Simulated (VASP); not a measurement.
# SnO (Romarchite) (P4/nmm) in VASP: further runs

Runs on SnO (Romarchite). Level: PBE. Tasks: single point.

Program: VASP 6.6.1. These are calculated values, not measurements. Logs are shortened: lines on timing, memory, paths and dates and some standing lists are left out, and cuts for length are marked.

### 1 The cell of the first run

Symmetry: P4/nmm, No. 129, tetragonal system. The conventional cell has a = 3.849 Å, b = 3.849 Å, c = 4.905 Å, α = 90.00°, β = 90.00°, γ = 90.00°. Sn (site symmetry 4mm) has 4 O at 2.25 Å within 3.0 Å. O (site symmetry -4m2) has 4 Sn at 2.25 Å and 4 O at 2.72 Å within 3.0 Å.

### 2 Single point, PBE

Input file INCAR:

```
SYSTEM = SnO
  ALGO = Normal
  EDIFF = 1E-6
  ENCUT = 520
  GGA = PE
  ISIF = 2
  ISMEAR = 0
  LASPH = .True.
  LCHARG = .False.
  LREAL = .False.
  LWAVE = .False.
  NBANDS = 28
  NELM = 80
  PREC = Accurate
  SIGMA = 0.01
```

Input file KPOINTS:

```
k-points
0
Gamma
  5 5 4
  0 0 0
```

Input file POSCAR:

```
SnO
1.0
    3.8485873114      0.0000000000      0.0000000000
    0.0000000000      3.8485873114      0.0000000000
    0.0000000000      0.0000000000      4.9045020420
Sn O
2 2
Direct
    0.5000000000      0.0000000000      0.2369000000
    0.0000000000      0.5000000000      0.7631000000
    0.0000000000      0.0000000000      0.0000000000
    0.5000000000      0.5000000000      0.0000000000
```

Potentials or basis: VASP PAW PBE potentials, release 64 (Sn_d, O).

The run is started by

```sh
cat potpaw_PBE.64/Sn_d/POTCAR potpaw_PBE.64/O/POTCAR > POTCAR
mpirun -np 1 vasp_std > vasp.out
```

OUTCAR:

```text
SYSTEM = SnO
   EDIFF = 1E-6
   ENCUT = 520
   GGA = PE
   ISIF = 2
   ISMEAR = 0
   LASPH = .True.
   LREAL = .False.
   NELM = 80
   PREC = Accurate

 ion  position               nearest neighbor table
   1  0.500  0.000  0.237-   3 2.25   4 2.25   4 2.25   3 2.25   2 3.58   2 3.58   2 3.58   2 3.58
                             2 3.75   2 3.75   2 3.75   2 3.75
   2  0.000  0.500  0.763-   3 2.25   4 2.25   3 2.25   4 2.25   1 3.58   1 3.58   1 3.58   1 3.58
                             1 3.75   1 3.75   1 3.75   1 3.75
   3  0.000  0.000  0.000-   1 2.25   2 2.25   2 2.25   1 2.25
   4  0.500  0.500  0.000-   1 2.25   2 2.25   1 2.25   2 2.25

  LATTYP: Found a simple tetragonal cell.
 ALAT       =     3.8485873114
 C/A-ratio  =     1.2743642394

  Lattice vectors:

 A1 = (   3.8485873114,   0.0000000000,   0.0000000000)
 A2 = (   0.0000000000,   3.8485873114,   0.0000000000)
 A3 = (   0.0000000000,   0.0000000000,   4.9045020420)

Analysis of symmetry for initial positions (statically):
=====================================================================
 Subroutine PRICEL returns:
 Original cell was already a primitive cell.

 Routine SETGRP: Setting up the symmetry group for a
 simple tetragonal supercell.

 Subroutine GETGRP returns: Found 16 space group operations
 (whereof  8 operations were pure point group operations)
 out of a pool of 16 trial point group operations.

The static configuration has the point symmetry D_2d.
 The point group associated with its full space group is D_4h.

Analysis of symmetry for dynamics (positions and initial velocities):
=====================================================================
 Subroutine PRICEL returns:
 Original cell was already a primitive cell.

 Routine SETGRP: Setting up the symmetry group for a
 simple tetragonal supercell.

 Subroutine GETGRP returns: Found 16 space group operations
 (whereof  8 operations were pure point group operations)
 out of a pool of 16 trial point group operations.

The dynamic configuration has the point symmetry D_2d.
 The point group associated with its full space group is D_4h.

 Subroutine INISYM returns: Found 16 space group operations
 (whereof  8 operations are pure point group operations),
 and found     1 'primitive' translations

----------------------------------------------------------------------------------------

                                     Primitive cell

  volume of cell :      72.6436

  direct lattice vectors                    reciprocal lattice vectors
     3.848587311  0.000000000  0.000000000     0.259835602  0.000000000  0.000000000
     0.000000000  3.848587311  0.000000000     0.000000000  0.259835602  0.000000000
     0.000000000  0.000000000  4.904502042     0.000000000  0.000000000  0.203894298

  length of vectors
     3.848587311  3.848587311  4.904502042     0.259835602  0.259835602  0.203894298

  position of ions in fractional coordinates (direct lattice)
     0.500000000  0.000000000  0.236900000
     0.000000000  0.500000000  0.763100000
     0.000000000  0.000000000  0.000000000
     0.500000000  0.500000000  0.000000000

  ion indices of the primitive-cell ions
   primitive index   ion index
                 1           1
                 2           2
                 3           3
                 4           4

----------------------------------------------------------------------------------------

 KPOINTS: k-points

Automatic generation of k-mesh.
 Grid dimensions read from file:
 generate k-points for:    5    5    4

 Generating k-lattice:

  Cartesian coordinates                     Fractional coordinates (reciprocal lattice)
     0.051967120  0.000000000  0.000000000     0.200000000  0.000000000  0.000000000
     0.000000000  0.051967120  0.000000000     0.000000000  0.200000000  0.000000000
     0.000000000  0.000000000  0.050973574     0.000000000  0.000000000  0.250000000

  Length of vectors
     0.051967120  0.051967120  0.050973574

  Shift w.r.t. Gamma in fractional coordinates (k-lattice)
     0.000000000  0.000000000  0.000000000

 Subroutine IBZKPT returns following result:
 ===========================================

 Found     18 irreducible k-points:

 Following reciprocal coordinates:
            Coordinates               Weight
  0.000000  0.000000  0.000000      1.000000
  0.200000  0.000000  0.000000      4.000000
  0.400000  0.000000  0.000000      4.000000
  0.200000  0.200000  0.000000      4.000000
  0.400000  0.200000  0.000000      8.000000
  0.400000  0.400000  0.000000      4.000000
[... 10 lines left out ...]
  0.400000  0.200000  0.500000      8.000000
  0.400000  0.400000  0.500000      4.000000
   k-points           NKPTS =     18   k-points in BZ     NKDIM =     18   number of bands    NBANDS=     28
   number of dos      NEDOS =    301   number of ions     NIONS =      4
   total plane-waves  NPLWV =  32400
   dimension x,y,z NGX =    30 NGY =   30 NGZ =   36
   dimension x,y,z NGXF=    60 NGYF=   60 NGZF=   72
   ions per type =               2   2
   NGX,Y,Z   is equivalent  to a cutoff of  12.96, 12.96, 12.20 a.u.
   NGXF,Y,Z  is equivalent  to a cutoff of  25.92, 25.92, 24.41 a.u.
 SYSTEM =  SnO
   PREC   = accura    normal or accurate (medium, high low for compatibility)
   ISTART =      0    job   : 0-new  1-cont  2-samecut
   ICHARG =      2    charge: 1-file 2-atom 10-const
   ISPIN  =      1    spin polarized calculation?
   LNONCOLLINEAR =      F non collinear calculations
   LSORBIT =      F    spin-orbit coupling
   LASPH  =      T    aspherical Exc in radial PAW
   ENCUT  =  520.0 eV  38.22 Ry    6.18 a.u.   7.16  7.16  9.12*2*pi/ulx,y,z
   NELM   =     80;   NELMIN=  2; NELMDL= -5     # of ELM steps
   EDIFF  = 0.1E-05   stopping-criterion for ELM
   LREAL  =      F    real-space projection
   EDIFFG = 0.1E-04   stopping-criterion for IOM
   NSW    =      0    number of steps for IOM
   IBRION =     -1    ionic relax: 0-MD 1-quasi-New 2-CG
   NFREE  =      0    steps in history (QN), initial steepest desc. (CG)
   ISIF   =      2    stress and relaxation
   ISYM   =      2    0-nonsym 1-usesym 2-fastsym
   POTIM  = 0.5000    time-step for ionic-motion
   TEBEG  =    0.0;   TEEND  =   0.0 temperature during run
   PSTRESS=    0.0 pullay stress
   NELECT =      40.0000    total number of electrons
   NUPDOWN=      -1.0000    fix difference up-down
   EMIN   =  10.00;   EMAX   =-10.00  energy-range for DOS
   EFERMI =   0.00;   METHOD = LEGACY
   ISMEAR =     0;   SIGMA  =   0.01  broadening in eV -4-tet -1-fermi 0-gaus
   EFERMI_NEDOS =   21; number of points for ismear=-14 and -15
   IALGO  =     38    algorithm
   IMIX   =      4    mixing-type and parameters
     AMIX     =   0.40;   BMIX     =  1.00
     AMIX_MAG =   1.60;   BMIX_MAG =  1.00
  volume/ion in A,a.u.               =      18.16       122.56
  Fermi-wavevector in a.u.,A,eV,Ry     =   1.341824  2.535680 24.497184  1.800492
  Thomas-Fermi vector in A             =   2.470027
   LORBIT       =      0    0 simple, 1 ext, 2 COOP (PROOUT), +10 PAW based schemes
   GGA     = PE    functional components
   LHFCALC =     F    Hartree Fock is set to
   AEXX    =    0.0000 exact exchange contribution
   IVDW    =     0    specifies the selected vdW correction
   LEPSILON=     F    determine dielectric tensor
   LRPA    =     F    only Hartree local field effects (RPA)
 non-spin polarized calculation
 Gauss-broadening in eV      SIGMA  =   0.01
  energy-cutoff  :      520.00
  volume of cell :       72.64
 maximum number of plane-waves:      1974
 NGX is ok and might be reduce to    30
   NGX = 15   NGY = 15   NGZ = 19

 number of electron      40.0000012 magnetization

 Free energy of the ion-electron system (eV)
  ---------------------------------------------------
  ext. energy  EPLUGINS =         0.00000000
  ---------------------------------------------------
  free energy    TOTEN  =       -22.71415636 eV

  energy without entropy =      -22.71415636  energy(sigma->0) =      -22.71415636

 E-fermi :   6.7089     XC(G=0): -10.0681

 val. band max:        6.6618220864   @ k =   0.0000   0.0000   0.0000
 cond. band min:       7.2836484374   @ k =   0.4000   0.4000   0.0000
 fundamental gap:      0.6218263510
 Fermi energy:         6.7088712245

 k-point     1 :       0.0000    0.0000    0.0000
  band No.  band energies     occupation
      1     -15.1905      2.00000
      2     -14.8106      2.00000
      3     -14.8106      2.00000
      4     -14.8105      2.00000
      5     -14.7768      2.00000
      6     -14.7643      2.00000
[... 20 lines left out ...]
     27      13.4292      0.00000
     28      13.8973      0.00000

 k-point     2 :       0.2000    0.0000    0.0000
  band No.  band energies     occupation
      1     -15.1697      2.00000
      2     -14.8383      2.00000
      3     -14.8038      2.00000
      4     -14.8028      2.00000
      5     -14.7797      2.00000
      6     -14.7794      2.00000
[... 20 lines left out ...]
     27      13.7858      0.00000
     28      16.1892      0.00000

 k-point     3 :       0.4000    0.0000    0.0000
  band No.  band energies     occupation
      1     -15.1111      2.00000
      2     -14.9991      2.00000
      3     -14.7883      2.00000
      4     -14.7860      2.00000
      5     -14.7830      2.00000
      6     -14.7739      2.00000
[... 20 lines left out ...]
     27      14.4921      0.00000
     28      16.1303      0.00000

 k-point     4 :       0.2000    0.2000    0.0000
  band No.  band energies     occupation
      1     -15.1567      2.00000
      2     -14.9041      2.00000
      3     -14.8120      2.00000
      4     -14.7918      2.00000
      5     -14.7811      2.00000
      6     -14.7780      2.00000
[... 392 lines left out ...]
     27      16.4282      0.00000
     28      16.7859      0.00000

 k-point    17 :       0.4000    0.2000    0.5000
  band No.  band energies     occupation
      1     -15.1149      2.00000
      2     -15.0374      2.00000
      3     -14.8025      2.00000
      4     -14.7963      2.00000
      5     -14.7707      2.00000
      6     -14.7681      2.00000
[... 20 lines left out ...]
     27      16.5883      0.00000
     28      16.8144      0.00000

 k-point    18 :       0.4000    0.4000    0.5000
  band No.  band energies     occupation
      1     -15.1107      2.00000
      2     -15.0833      2.00000
      3     -14.7897      2.00000
      4     -14.7810      2.00000
      5     -14.7632      2.00000
      6     -14.7603      2.00000
[... 20 lines left out ...]
     27      16.5650      0.00000
     28      16.6657      0.00000

------------------------ aborting loop because EDIFF is reached ----------------------------------------

  FORCE on cell =-STRESS in cart. coord.  units (eV):
  Direction    XX          YY          ZZ          XY          YZ          ZX
  --------------------------------------------------------------------------------------
  -------------------------------------------------------------------------------------
  Total        0.5972327      0.5972327      0.4954214      0.0000000     -0.0000000      0.0000000
  in kB       13.1721458     13.1721458     10.9266680      0.0000000     -0.0000000      0.0000000
  external PRESSURE =      12.4236532 kB  Pullay stress =       0.0000000 kB

 VOLUME and BASIS-vectors are now :
 -----------------------------------------------------------------------------
  energy-cutoff  :      520.00
  volume of cell :       72.64
      direct lattice vectors                 reciprocal lattice vectors
     3.848587311  0.000000000  0.000000000     0.259835602  0.000000000  0.000000000
     0.000000000  3.848587311  0.000000000     0.000000000  0.259835602  0.000000000
     0.000000000  0.000000000  4.904502042     0.000000000  0.000000000  0.203894298

 POSITION                                       TOTAL-FORCE (eV/Angst)
 -----------------------------------------------------------------------------------
      1.92429      0.00000      1.16188         0.000000      0.000000      0.038036
      0.00000      1.92429      3.74263        -0.000000      0.000000     -0.038036
      0.00000      0.00000      0.00000         0.000000     -0.000000      0.000000
      1.92429      1.92429      0.00000         0.000000      0.000000      0.000000
 -----------------------------------------------------------------------------------
    total drift:                                0.000000      0.000000      0.000000

  FREE ENERGIE OF THE ION-ELECTRON SYSTEM (eV)
  ---------------------------------------------------
  free  energy   TOTEN  =       -22.7141563599 eV

  energy  without entropy=      -22.7141563599  energy(sigma->0) =      -22.71415636
```

Run time: 38 s. Hardware: 1 thread of Intel Xeon Platinum 8259CL at 2.50GHz (Skylake/Cascade Lake), shared host; peak memory 0.19 GiB.

Results:

```
Free energy            : -22.7142 eV
Pressure               : 1.2 GPa
Largest force          : 0.038 eV/Å
Band gap on the k mesh : 0.62 eV, indirect (least direct gap 2.03 eV)
```

Forces on the atoms (eV/Å):
```
Sn   0.000  0.000  0.038
Sn   0.000  0.000 -0.038
O    0.000  0.000  0.000
O    0.000  0.000  0.000
```

Levels at points of the mesh, in eV from the valence-band top:
```
           k point  band 16  band 17  band 18  band 19  band 20  band 21  band 22  band 23  band 24  band 25
(0.00, 0.00, 0.00)    -5.97    -3.27    -2.97    -2.97     0.00     2.03     4.37     4.69     4.69     5.67
(0.00, 0.00, 0.50)    -3.33    -3.22    -2.99    -2.99    -2.05     1.73     3.04     3.04     3.67     7.91
```

Caveat: spin-orbit coupling is left out, which moves the levels of the heavy elements. A k mesh can miss the band edges.

### 3 Single point, PBE

This run uses another cell than the first one, of 18.86 Å³/atom, 1.038 times its volume.

Input file INCAR:

```
  PREC = Accurate
  ENCUT = 520
  EDIFF = 1E-6
  ISMEAR = 0
  SIGMA = 0.01
  LREAL = False
  LASPH = True
  NELM = 60
  ALGO = Normal
  ISIF = 2
  LWAVE = False
  LCHARG = False
  GGA = PE
  NBANDS = 28
```

Input file KPOINTS:

```
Automatic mesh
0
Gamma
  5 5 4
```

Input file POSCAR:

```
SnO
1.0
    3.8973087786      0.0000000000      0.0000000000
    0.0000000000      3.8973087786      0.0000000000
    0.0000000000      0.0000000000      4.9665909376
Sn O
2 2
Direct
    0.5000000000      0.0000000000      0.2369000000
    0.0000000000      0.5000000000      0.7631000000
    0.0000000000      0.0000000000      0.0000000000
    0.5000000000      0.5000000000      0.0000000000
```

Potentials or basis: VASP PAW PBE potentials, release 64 (Sn_d, O).

The run is started by

```sh
cat potpaw_PBE.64/Sn_d/POTCAR potpaw_PBE.64/O/POTCAR > POTCAR
mpirun -np 1 vasp_std > vasp.out
```

OUTCAR:

```text
PREC = Accurate
   ENCUT = 520
   EDIFF = 1E-6
   ISMEAR = 0
   LREAL = False
   LASPH = True
   NELM = 60
   ISIF = 2
   GGA = PE

 ion  position               nearest neighbor table
   1  0.500  0.000  0.237-   3 2.28   4 2.28   4 2.28   3 2.28   2 3.62   2 3.62   2 3.62   2 3.62

   2  0.000  0.500  0.763-   3 2.28   4 2.28   3 2.28   4 2.28   1 3.62   1 3.62   1 3.62   1 3.62

   3  0.000  0.000  0.000-   1 2.28   2 2.28   2 2.28   1 2.28
   4  0.500  0.500  0.000-   1 2.28   2 2.28   1 2.28   2 2.28
[... 753 lines left out ...]
  Direction    XX          YY          ZZ          XY          YZ          ZX
  --------------------------------------------------------------------------------------
  -------------------------------------------------------------------------------------
  Total       -0.9746659     -0.9746659     -0.7483134      0.0000000     -0.0000000      0.0000000
  in kB      -20.7003808    -20.7003808    -15.8930064      0.0000000     -0.0000000      0.0000000
  external PRESSURE =     -19.0979227 kB  Pullay stress =       0.0000000 kB

 VOLUME and BASIS-vectors are now :
 -----------------------------------------------------------------------------
  energy-cutoff  :      520.00
  volume of cell :       75.44
      direct lattice vectors                 reciprocal lattice vectors
     3.897308779  0.000000000  0.000000000     0.256587316  0.000000000  0.000000000
     0.000000000  3.897308779  0.000000000     0.000000000  0.256587316  0.000000000
     0.000000000  0.000000000  4.966590938     0.000000000  0.000000000  0.201345352

 POSITION                                       TOTAL-FORCE (eV/Angst)
 -----------------------------------------------------------------------------------
      1.94865      0.00000      1.17659        -0.000000      0.000000     -0.431931
      0.00000      1.94865      3.79001         0.000000      0.000000      0.431931
      0.00000      0.00000      0.00000         0.000000     -0.000000      0.000000
      1.94865      1.94865      0.00000         0.000000      0.000000      0.000000
 -----------------------------------------------------------------------------------
    total drift:                                0.000000      0.000000     -0.000000

  FREE ENERGIE OF THE ION-ELECTRON SYSTEM (eV)
  ---------------------------------------------------
  free  energy   TOTEN  =       -22.7098168931 eV

  energy  without entropy=      -22.7098168931  energy(sigma->0) =      -22.70981689
```

OSZICAR:

```text
N       E                     dE             d eps       ncg     rms          rms(c)
DAV:   1     0.413731580557E+03    0.41373E+03   -0.19833E+04  1032   0.213E+03
DAV:   2     0.381804179902E+02   -0.37555E+03   -0.36178E+03  1028   0.522E+02
DAV:   3    -0.232646457519E+02   -0.61445E+02   -0.59973E+02  1160   0.178E+02
DAV:   4    -0.264885072517E+02   -0.32239E+01   -0.32054E+01  1160   0.433E+01
DAV:   5    -0.265577069838E+02   -0.69200E-01   -0.69193E-01  1104   0.701E+00    0.117E+01
DAV:   6    -0.227921312842E+02    0.37656E+01   -0.18669E+01  1604   0.465E+01    0.524E+00
DAV:   7    -0.227321822269E+02    0.59949E-01   -0.23915E+00  1196   0.889E+00    0.250E+00
DAV:   8    -0.227159830362E+02    0.16199E-01   -0.31098E-01  1148   0.352E+00    0.803E-01
DAV:   9    -0.227088081407E+02    0.71749E-02   -0.48040E-02  1572   0.198E+00    0.251E-01
DAV:  10    -0.227103708513E+02   -0.15627E-02   -0.90311E-03  1360   0.805E-01    0.172E-01
DAV:  11    -0.227097856966E+02    0.58515E-03   -0.32281E-03  1544   0.459E-01    0.225E-02
DAV:  12    -0.227098162429E+02   -0.30546E-04   -0.30904E-04  1020   0.115E-01    0.258E-02
DAV:  13    -0.227098177795E+02   -0.15366E-05   -0.19044E-05  1196   0.297E-02    0.813E-03
DAV:  14    -0.227098168931E+02    0.88645E-06   -0.37853E-06   916   0.130E-02
   1 F= -.22709817E+02 E0= -.22709817E+02  d E =-.225490E-34
```

stdout:

```text
POSCAR found type information on POSCAR SnO
 POSCAR found :  2 types and       4 ions
 scaLAPACK will be used
 LDA part: xc-table for (Slater+PW92), standard interpolation
 POSCAR, INCAR and KPOINTS ok, starting setup
 FFT: planning ... GRIDC
 FFT: planning ... GRID_SOFT
 FFT: planning ... GRID
 WAVECAR not read
 entering main loop
```

Run time: 40 s. Hardware: 1 thread of Intel Xeon Platinum 8259CL at 2.50GHz (Skylake/Cascade Lake), shared host; peak memory 0.19 GiB.

What came out:

```yaml
Free_energy: -22.7098 eV
Pressure: -1.9 GPa
Largest_force: 0.432 eV/Å
Band_gap_on_the_k_mesh: 0.74 eV, indirect (least direct gap 1.99 eV)
```

Forces on the atoms (eV/Å):
```
Sn   0.000  0.000 -0.432
Sn   0.000  0.000  0.432
O    0.000  0.000  0.000
O    0.000  0.000  0.000
```

Caveat: spin-orbit coupling is left out, which moves the levels of the heavy elements.

[end of part 1 of 2]
